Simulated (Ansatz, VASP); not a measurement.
**Two plane-wave programs on O**

```xyz
2
Lattice="10.0000 0.0000 0.0000 0.0000 10.5000 0.0000 0.0000 0.0000 11.0000" Properties=species:S:1:pos:R:3 pbc="T T T"
O     5.0000    5.2500    4.8970
O     5.0000    5.2500    6.1030
```

Alike in both runs: functional r2SCAN; k mesh 1 × 1 × 1; occupations gaussian, width 0.01 eV; collinear spin.

Ansatz relaxed the structure, and its values are those at the end. VASP's run is a single point on that final structure, the one shown.

```csv
,VASP,Ansatz
version,VASP 6.6.1,Ansatz 0.2.0
potentials or method,"VASP PAW PBE potentials, release 64 (O), cutoff 520 eV","scalar-relativistic, plane waves, PAW"
valence electrons in the cell,12,12
```

Ansatz gave:

- gap on the k mesh at the Fermi level (eV): 3.40
- rms of the force components (eV/Å): 0.000
- net moment per atom (μB): 1.00
- size of the moment on the site where the two differ most (μB): 0.58

Q: Estimate VASP's values.

A: gap on the k mesh at the Fermi level (eV): 3.45; rms of the force components (eV/Å): 0.798; net moment per atom (μB): 1.00; size of the moment on the site where the two differ most (μB): 0.83.

VASP's potentials were made for PBE, not for r2SCAN. Site moments also hang on the region over which each program counts them. One of these differences is far larger than is usual between the two programs; its cause wasn't traced. The functional is the same, so the differences come from potentials, cutoffs and numerics. Ansatz's warnings: stress scf threshold loose.

Noted on VASP's run: the standard files for N, O and F lose accuracy on very short bonds.
